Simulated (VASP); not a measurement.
**BaZrO3: single point with PBE**

The system is BaZrO3.

```
Ba Zr O
1.0
     4.22717    0.00000    0.00000
     0.00000    4.22717    0.00000
     0.00000    0.00000    4.22717
Ba Zr O
1 1 3
Direct
  0.00000 0.00000 0.00000
  0.50000 0.50000 0.50000
  0.00000 0.50000 0.50000
  0.50000 0.50000 0.00000
  0.50000 0.00000 0.50000
```

| Property | Result |
| --- | --- |
| Program | VASP 6.6.1 |
| Task | single point |
| Functional | PBE |
| Potentials or basis | VASP PAW PBE potentials, release 64 (Ba_sv, Zr_sv, O) |
| Cutoff | 520 eV |
| k mesh | 6 × 6 × 6 |
| Occupations | gaussian, width 0.05 eV |
| Spin | non-collinear spin, zero start, spin-orbit coupling |
| Starting moments | [[0.0, 0.0, 0.0], [0.0, 0.0, 0.0], [0.0, 0.0, 0.0], [0.0, 0.0, 0.0], [0.0, 0.0, 0.0]] μB |
| Dipole correction | no |
| Further INCAR settings | ALGO = Normal; EDIFF = 1e-06; NBANDS = 55 |

```json
{"Pressure": "0.9 GPa", "Net moment": "0.00 μB per cell", "Valence electrons inside the program's atomic spheres": "Ba 7.89; Zr 9.67; O 5.03"}
```

Moments on the atoms (μB; x, y, z):
```
Ba  0.00 0.00 0.00
Zr  0.00 0.00 0.00
O   0.00 0.00 0.00
O   0.00 0.00 0.00
O   0.00 0.00 0.00
```

Wall time 73 s on 1 thread of Intel(R) Xeon(R) 6975P-C (Granite Rapids), on a shared host, peak memory 0.37 GiB.
